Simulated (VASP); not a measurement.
Input of a VASP 6.6.1 run:

INCAR

```
SYSTEM = MgS
  PREC = Accurate
  ENCUT = 840
  EDIFF = 1E-6
  ISMEAR = 0
  SIGMA = 0.5
  LREAL = .FALSE.
  LASPH = .TRUE.
  NELM = 120
  ALGO = Normal
  ISIF = 2
  LWAVE = .FALSE.
  LCHARG = .FALSE.
  GGA = PS
  NBANDS = 15
  GGA_COMPAT = .FALSE.
```

KPOINTS

```
regular mesh
0
G
  6 6 6
  0 0 0
```

POSCAR

```
MgS
1.0
    0.0000000000      2.6015177399      2.6015177399
    2.6015177399      0.0000000000      2.6015177399
    2.6015177399      2.6015177399      0.0000000000
Mg S
1 1
Direct
    0.0000000000      0.0000000000      0.0000000000
    0.5000000000      0.5000000000      0.5000000000
```

Potentials or basis: VASP PAW PBE potentials, release 64 (Mg_sv, S).

Command:

```sh
$ cat potpaw_PBE.64/Mg_sv/POTCAR potpaw_PBE.64/S/POTCAR > POTCAR
$ mpirun -np 1 vasp_std > vasp.out
```

Question: Estimate the band gap on the k mesh.

Answer: 2.71 eV (least direct gap 3.60 eV).

Question: What does it give for the pressure?

Answer: -0.9 GPa.

Caveat: so wide a smearing shifts energies and pressures; the PAW data sets were made with another functional, which shifts forces and pressure a little. A hybrid or GW would open this gap; PBEsol tends to underestimate it.
